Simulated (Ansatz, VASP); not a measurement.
## Tl: VASP beside Ansatz

INCAR

```
PREC = Accurate ; ENCUT = 520
EDIFF = 1E-7 ; ISMEAR = -1
SIGMA = 0.05 ; LREAL = False
LASPH = True ; NELM = 80
ALGO = Normal ; ISIF = 2
LWAVE = False ; LCHARG = False
GGA = PE ; NBANDS = 20
```

Contents of KPOINTS:

```
Automatic mesh
0
Gamma
  9 9 5
```

File POSCAR:

```
Tl
1.0
    3.4328046702      0.0000000000      0.0000000000
   -1.7164023351      2.9728960507      0.0000000000
    0.0000000000      0.0000000000      5.4879183458
Tl
2
Direct
    0.6666666667      0.3333333333      0.7500000000
    0.3333333333      0.6666666667      0.2500000000
```

Contents of input.yaml:

```yaml
crystal:
  lattice:
    - [3.4328046702, 0.0, 0.0]
    - [-1.7164023351, 2.9728960507, 0.0]
    - [0.0, 0.0, 5.4879183458]
  atoms:
    - { symbol: Tl, position: [0.6666666667, 0.3333333333, 0.75] }
    - { symbol: Tl, position: [0.3333333333, 0.6666666667, 0.25] }
hamiltonian:
  xc: pbe
  pseudopotentials: { kind: paw }
kpoints:
  mp_grid: { grid: [9, 9, 5] }
scf:
  occupations: { method: fermi_dirac, width: 0.05 }
output:
  forces: true
  stress: true
  eigenvalues: true
```

Alike in both runs: task single point; functional PBE; k mesh 9 × 9 × 5; occupations fermi-dirac, width 0.05 eV; no spin polarisation.

```csv
,VASP,Ansatz
version,VASP 6.6.1,Ansatz 0.2.0
potentials or method,"VASP PAW PBE potentials, release 64 (Tl_d)",Ansatz PAW
plane-wave cutoff (eV),520,420
valence electrons in the cell,26,26
```

VASP gave:

```
gap on the k mesh at the Fermi level (eV)                     : none
pressure (GPa)                                                : 4.3
traceless stress, the component that is largest in VASP (GPa) : 1.02
```

Question: What did Ansatz give for the same quantities?

Answer: gap on the k mesh at the Fermi level (eV): none; pressure (GPa): 4.4; traceless stress, the component that is largest in VASP (GPa): 1.03.

A gap of «none» marks a metal or a gap that the smearing closes.

Neither program's run includes spin-orbit coupling.
